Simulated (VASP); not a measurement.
The system is Mg2CdTe3.

```
Mg Cd Te
1.0
     4.63322    0.00000    0.00000
    -2.31661    4.01249    0.00000
     0.00000    0.00000   11.31629
Mg Cd Te
2 1 3
Direct
  0.33333 0.66667 0.99940
  0.66667 0.33333 0.66925
  0.00000 0.00000 0.33209
  0.00000 0.00000 0.07917
  0.66667 0.33333 0.42020
  0.33333 0.66667 0.74989
```

Base run:

| Item | Value |
| --- | --- |
| Program | VASP 6.6.1 |
| Functional | r2SCAN |
| Potentials or basis | VASP PAW PBE potentials, release 64 (Mg, Cd, Te) |
| Cutoff | 520 eV |
| k mesh | 6 × 6 × 4 |
| Occupations | gaussian, width 0.02 eV |
| Spin | no spin polarisation |

Its results: band gap on the k mesh 1.99 eV, direct; pressure -0.9 GPa; largest force 0.007 eV/Å.

Question: The run is repeated on the same cell with these changes: functional from r2SCAN to PBE. What comes out?

Answer: Band gap on the k mesh 1.46 eV, direct; pressure 0.0 GPa; largest force 0.018 eV/Å.

r2SCAN gives the wider gap, since meta-GGAs in the generalised Kohn-Sham scheme recover part of the derivative discontinuity.

Caveats: spin-orbit coupling is left out, which moves the levels of the heavy elements; the PAW data sets were made with another functional, which shifts forces and pressure a little (some runs).

A k mesh can miss the band edges.
